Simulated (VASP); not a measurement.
# ZnSn2N2 (P-4m2) in VASP: settings compared, part 2 of 2

VASP 6.6.1. The steps go on from the part before.

## Step 3: Single point, PBE

This run uses another cell than the first one, of 17.40 Å³/atom.

The input, INCAR:

```
SYSTEM = ZnSn2N2
PREC = Accurate ; ENCUT = 520
EDIFF = 1E-6 ; ISMEAR = -1
SIGMA = 0.05 ; LREAL = .FALSE.
LASPH = .TRUE. ; NELM = 60
ALGO = Normal ; ISIF = 2
LWAVE = .FALSE. ; LCHARG = .TRUE.
GGA = PE ; LELF = .TRUE.
LVHAR = .TRUE. ; NBANDS = 33
```

The input, KPOINTS:

```
Automatic mesh
0
G
  7 7 3
  0 0 0
```

The input, POSCAR:

```
ZnSn2N2
1.0
    3.3523260000      0.0000000000      0.0000000000
    0.0000000000      3.3523260000      0.0000000000
    0.0000000000      0.0000000000      7.7416406400
Sn Zn N
2 1 2
Direct
    0.5000000000      0.5000000000      0.3089243308
    0.5000000000      0.5000000000      0.6910756692
    0.0000000000      0.0000000000      0.0000000000
    0.0000000000      0.5000000000      0.8538814874
    0.5000000000      0.0000000000      0.1461185126
```

Potentials or basis: VASP PAW PBE potentials, release 64 (Sn_d, Zn, N).

On the command line:

```console
$ cat potpaw_PBE.64/Sn_d/POTCAR potpaw_PBE.64/Zn/POTCAR potpaw_PBE.64/N/POTCAR > POTCAR
$ mpirun -np 1 vasp_std > vasp.out
```

OUTCAR:

```text
SYSTEM = ZnSn2N2
   PREC = Accurate
   ENCUT = 520
   EDIFF = 1E-6
   ISMEAR = -1
   LREAL = .FALSE.
   LASPH = .TRUE.
   NELM = 60
   ISIF = 2
   GGA = PE

 ion  position               nearest neighbor table
   1  0.500  0.500  0.309-   5 2.10   5 2.10   2 2.96   3 3.37   3 3.37   3 3.37   3 3.37
   2  0.500  0.500  0.691-   4 2.10   4 2.10   1 2.96   3 3.37   3 3.37   3 3.37   3 3.37
   3  0.000  0.000  0.000-   4 2.02   5 2.02   4 2.02   5 2.02   1 3.37   2 3.37   1 3.37   1 3.37
                             2 3.37   2 3.37   1 3.37   2 3.37
   4  0.000  0.500  0.854-   3 2.02   3 2.02   2 2.10   2 2.10
   5  0.500  0.000  0.146-   3 2.02   3 2.02   1 2.10   1 2.10

  LATTYP: Found a simple tetragonal cell.
 ALAT       =     3.3523260000
 C/A-ratio  =     2.3093340683

  Lattice vectors:

 A1 = (   3.3523260000,   0.0000000000,   0.0000000000)
 A2 = (   0.0000000000,   3.3523260000,   0.0000000000)
 A3 = (   0.0000000000,   0.0000000000,   7.7416406400)

Analysis of symmetry for initial positions (statically):
=====================================================================
 Subroutine PRICEL returns:
 Original cell was already a primitive cell.

 Routine SETGRP: Setting up the symmetry group for a
 simple tetragonal supercell.

 Subroutine GETGRP returns: Found  8 space group operations
 (whereof  8 operations were pure point group operations)
 out of a pool of 16 trial point group operations.

The static configuration has the point symmetry D_2d.

Analysis of symmetry for dynamics (positions and initial velocities):
=====================================================================
 Subroutine PRICEL returns:
 Original cell was already a primitive cell.

 Routine SETGRP: Setting up the symmetry group for a
 simple tetragonal supercell.

 Subroutine GETGRP returns: Found  8 space group operations
 (whereof  8 operations were pure point group operations)
[... 121 lines left out ...]
   IMIX   =      4    mixing-type and parameters
     AMIX     =   0.40;   BMIX     =  1.00
     AMIX_MAG =   1.60;   BMIX_MAG =  1.00
  volume/ion in A,a.u.               =      17.40       117.42
  Fermi-wavevector in a.u.,A,eV,Ry     =   1.361099  2.572104 25.206018  1.852590
  Thomas-Fermi vector in A             =   2.487704
   LORBIT       =      0    0 simple, 1 ext, 2 COOP (PROOUT), +10 PAW based schemes
   GGA     = PE    functional components
   LHFCALC =     F    Hartree Fock is set to
   AEXX    =    0.0000 exact exchange contribution
   IVDW    =     0    specifies the selected vdW correction
   LEPSILON=     F    determine dielectric tensor
   LRPA    =     F    only Hartree local field effects (RPA)
 non-spin polarized calculation
  energy-cutoff  :      520.00
  volume of cell :       87.00
 maximum number of plane-waves:      2365
 NGX is ok and might be reduce to    28
   NGX = 13   NGY = 13   NGZ = 29

 number of electron      49.9999974 magnetization

 Free energy of the ion-electron system (eV)
  ---------------------------------------------------
  ext. energy  EPLUGINS =         0.00000000
  ---------------------------------------------------
  free energy    TOTEN  =       -24.14364960 eV

  energy without entropy =      -24.12959166  energy(sigma->0) =      -24.13662063

 E-fermi :   6.0310     XC(G=0): -10.4247

 val. band max:        5.9932109189   @ k =   0.2857   0.1429   0.3333
 cond. band min:       6.0520031889   @ k =   0.1429   0.1429   0.0000
 fundamental gap:      0.0587922700
 Fermi energy:         6.0309668775

 k-point     1 :       0.0000    0.0000    0.0000
  band No.  band energies     occupation
      1     -15.6707      2.00000
      2     -15.6694      2.00000
      3     -15.5765      2.00000
      4     -15.4825      2.00000
      5     -15.4825      2.00000
      6     -15.4019      2.00000
[... 709 lines left out ...]
     32      13.2724      0.00000
     33      13.5646      0.00000

------------------------ aborting loop because EDIFF is reached ----------------------------------------

  FORCE on cell =-STRESS in cart. coord.  units (eV):
  Direction    XX          YY          ZZ          XY          YZ          ZX
  --------------------------------------------------------------------------------------
  -------------------------------------------------------------------------------------
  Total        1.1600301      1.1600301      2.7920975      0.0000000      0.0000000      0.0000000
  in kB       21.3626111     21.3626111     51.4180575      0.0000000      0.0000000      0.0000000
  external PRESSURE =      31.3810932 kB  Pullay stress =       0.0000000 kB

 VOLUME and BASIS-vectors are now :
 -----------------------------------------------------------------------------
  energy-cutoff  :      520.00
  volume of cell :       87.00
      direct lattice vectors                 reciprocal lattice vectors
     3.352326000  0.000000000  0.000000000     0.298300344  0.000000000  0.000000000
     0.000000000  3.352326000  0.000000000     0.000000000  0.298300344  0.000000000
     0.000000000  0.000000000  7.741640640     0.000000000  0.000000000  0.129171586

 POSITION                                       TOTAL-FORCE (eV/Angst)
 -----------------------------------------------------------------------------------
      1.67616      1.67616      2.39158         0.000000     -0.000000      0.011519
      1.67616      1.67616      5.35006         0.000000      0.000000     -0.011519
      0.00000      0.00000      0.00000        -0.000000     -0.000000      0.000000
      0.00000      1.67616      6.61044         0.000000      0.000000     -0.030168
      1.67616      0.00000      1.13120         0.000000      0.000000      0.030168
 -----------------------------------------------------------------------------------
    total drift:                                0.000000      0.000000      0.000000

  FREE ENERGIE OF THE ION-ELECTRON SYSTEM (eV)
  ---------------------------------------------------
  free  energy   TOTEN  =       -24.1436495957 eV

  energy  without entropy=      -24.1295916644  energy(sigma->0) =      -24.13662063
```

stdout:

```text
POSCAR found type information on POSCAR SnZnN
 POSCAR found :  3 types and       5 ions
 scaLAPACK will be used
 LDA part: xc-table for (Slater+PW92), standard interpolation
 POSCAR, INCAR and KPOINTS ok, starting setup
 FFT: planning ... GRIDC
 FFT: planning ... GRID_SOFT
 FFT: planning ... GRID
 WAVECAR not read
 entering main loop
```

Run time: 37 s. Hardware: 1 thread of Intel Xeon Platinum 8559C (Emerald Rapids), shared host; peak memory 0.23 GiB.

Results:

```yaml
Free_energy: -24.1436 eV
Pressure: 3.1 GPa
Largest_force: 0.030 eV/Å
Band_gap_on_the_k_mesh: zero (bands 25 and 26 overlap by 1.49 eV)
```

Forces in eV/Å, atoms in the order of the input:
```
Sn   0.000  0.000  0.012
Sn   0.000  0.000 -0.012
Zn   0.000  0.000  0.000
N    0.000  0.000 -0.030
N    0.000  0.000  0.030
```

Stress tensor (GPa, compression positive):
```
2.14 0.00 0.00
0.00 2.14 0.00
0.00 0.00 5.14
```

Caveat: the cell stands under pressure; spin-orbit coupling is left out, which moves the levels of the heavy elements.

## Step 4: Single point, PBE

This run uses another cell than the first one, of 17.76 Å³/atom.

The input, INCAR:

```
ALGO = Normal
EDIFF = 1E-7
ENCUT = 520
GGA = PE
ISIF = 2
ISMEAR = -1
LASPH = True
LCHARG = False
LREAL = False
LWAVE = False
NBANDS = 33
NELM = 100
PREC = Accurate
SIGMA = 0.05
```

The input, KPOINTS:

```
k-points
0
Gamma
  7 7 3
```

The input, POSCAR:

```
ZnSn2N2
1.0
    3.3523260000      0.0000000000      0.0000000000
    0.0000000000      3.3523260000      0.0000000000
    0.0000000000      0.0000000000      7.9029248200
Sn Zn N
2 1 2
Direct
    0.5000000000      0.5000000000      0.3072926567
    0.5000000000      0.5000000000      0.6927073433
    0.0000000000      0.0000000000      0.0000000000
    0.0000000000      0.5000000000      0.8540892016
    0.5000000000      0.0000000000      0.1459107984
```

On the command line:

```console
$ cat potpaw_PBE.64/Sn_d/POTCAR potpaw_PBE.64/Zn/POTCAR potpaw_PBE.64/N/POTCAR > POTCAR
$ mpirun -np 1 vasp_std > vasp.out
```

Wall time 39 s (1 thread of Intel Xeon Platinum 8559C (Emerald Rapids), shared host); peak memory 0.23 GiB.

Results (log left out):

| Property | Result |
| --- | --- |
| Free energy | -24.1856 eV |
| Pressure | 1.4 GPa |
| Largest force | 0.019 eV/Å |
| Band gap on the k mesh | zero (bands 25 and 26 overlap by 1.35 eV) |

Forces in eV/Å, atoms in the order of the input:
```
Sn   0.000  0.000  0.014
Sn   0.000  0.000 -0.014
Zn   0.000  0.000  0.000
N    0.000  0.000 -0.019
N    0.000  0.000  0.019
```

Stress tensor (GPa, compression positive):
```
0.94 0.00 0.00
0.00 0.94 0.00
0.00 0.00 2.25
```

Levels at points of the mesh, in eV from the Fermi level:
```tsv
k point	band 23	band 24	band 25	band 26	band 27	band 28
(0.00, 0.00, 0.00)	-1.20	-1.20	0.37	0.68	3.26	5.38
```

Caveat: spin-orbit coupling is left out, which moves the levels of the heavy elements.

## Step 5: Single point, PBE

This run uses another cell than the first one, of 17.94 Å³/atom.

The input, INCAR:

```
  ALGO = Normal
  EDIFF = 1E-7
  ENCUT = 520
  GGA = PE
  ISIF = 2
  ISMEAR = -1
  LASPH = T
  LCHARG = T
  LELF = T
  LREAL = F
  LVHAR = T
  LWAVE = F
  NBANDS = 33
  NELM = 60
  PREC = Accurate
  SIGMA = 0.05
```

KPOINTS is that of step 4.

The input, POSCAR:

```
ZnSn2N2
1.0
    3.3523260000      0.0000000000      0.0000000000
    0.0000000000      3.3523260000      0.0000000000
    0.0000000000      0.0000000000      7.9835669100
Sn Zn N
2 1 2
Direct
    0.5000000000      0.5000000000      0.3062082381
    0.5000000000      0.5000000000      0.6937917619
    0.0000000000      0.0000000000      0.0000000000
    0.0000000000      0.5000000000      0.8544077476
    0.5000000000      0.0000000000      0.1455922524
```

On the command line:

```console
$ cat potpaw_PBE.64/Sn_d/POTCAR potpaw_PBE.64/Zn/POTCAR potpaw_PBE.64/N/POTCAR > POTCAR
$ mpirun -np 1 vasp_std > vasp.out
```

It took 49 s on 1 thread of Intel Xeon Platinum 8559C (Emerald Rapids), shared host; peak memory 0.23 GiB.

Results (log left out):

```yaml
Free_energy: -24.1947 eV
Pressure: 0.6 GPa
Largest_force: 0.018 eV/Å
Band_gap_on_the_k_mesh: zero (bands 25 and 26 overlap by 1.28 eV)
```

Forces in eV/Å, atoms in the order of the input:
```
Sn   0.000  0.000  0.015
Sn   0.000  0.000 -0.015
Zn   0.000  0.000  0.000
N    0.000  0.000 -0.018
N    0.000  0.000  0.018
```

Stress tensor (GPa, compression positive):
```
0.45 0.00 0.00
0.00 0.45 0.00
0.00 0.00 0.99
```

Levels at points of the mesh, in eV from the Fermi level:
| k point | band 22 | band 23 | band 24 | band 25 | band 26 | band 27 | band 28 | band 29 |
| --- | --- | --- | --- | --- | --- | --- | --- | --- |
| (0.00, 0.00, 0.00) | -2.75 | -1.15 | -1.15 | 0.36 | 0.71 | 3.24 | 5.47 | 5.47 |

Caveat: spin-orbit coupling is left out, which moves the levels of the heavy elements.

## Step 6: Summary

| level | cell | k mesh | cutoff (eV) | gap on the mesh (eV) | pressure (GPa) | largest force (eV/Å) |
| --- | --- | --- | --- | --- | --- | --- |
| PBEsol | a = 3.352, b = 3.352, c = 8.064 Å, 5 atoms, atomic positions A | 8 × 8 × 4 | 600 | none | -4.3 | 0.14 |
| PBE | a = 3.352, b = 3.352, c = 7.742 Å, 5 atoms, atomic positions B | 7 × 7 × 3 | 520 | none | 3.1 | 0.03 |
| PBE | a = 3.352, b = 3.352, c = 7.903 Å, 5 atoms, atomic positions A | 7 × 7 × 3 | 520 | none | 1.4 | 0.02 |
| PBE | a = 3.352, b = 3.352, c = 7.984 Å, 5 atoms, atomic positions A | 7 × 7 × 3 | 520 | none | 0.6 | 0.02 |

Alike in all rows: task single point; potentials or basis VASP PAW PBE potentials, release 64 (Sn_d, Zn, N); no spin polarisation; smearing fermi-dirac 0.05 eV.

Caveats: spin-orbit coupling is left out, which moves the levels of the heavy elements; the cell stands under tension (at least some runs); the PAW data sets were made with another functional, which shifts forces and pressure a little (at least some runs); the cell stands under pressure (at least some runs).

Total energies depend on the potentials used, so only differences within one code and one set of settings carry meaning.
